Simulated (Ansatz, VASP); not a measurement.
Two plane-wave programs on TiAl3

```xyz
4
Lattice="-1.8971 1.8971 4.2479 1.8971 -1.8971 4.2479 1.8971 1.8971 -4.2479" Properties=species:S:1:pos:R:3 pbc="T T T"
Ti    0.0000    0.0000    0.0000
Al    0.0000    0.0000    4.2479
Al    0.0000    1.8971    2.1239
Al    1.8971    0.0000    2.1239
```

Alike in both runs: functional PBE; dispersion D3(BJ); k mesh 16 × 16 × 16; occupations gaussian, width 0.1 eV; no spin polarisation.

Ansatz relaxed the structure, and its values are those at the end. VASP's run is a single point on that final structure, the one shown.

```csv
,VASP,Ansatz
version,VASP 6.6.1,Ansatz 0.2.0
potentials or method,"VASP PAW PBE potentials, release 64 (Ti_sv, Al), cutoff 520 eV","scalar-relativistic, plane waves, PAW"
valence electrons in the cell,21,21
```

|  | VASP | Ansatz | Ansatz less VASP |
| --- | --- | --- | --- |
| gap on the k mesh at the Fermi level (eV) | none | none | - |
| pressure (GPa) | 0.0 | 0.0 | 0.00 |

A gap of «none» marks a metal or a gap that the smearing closes.
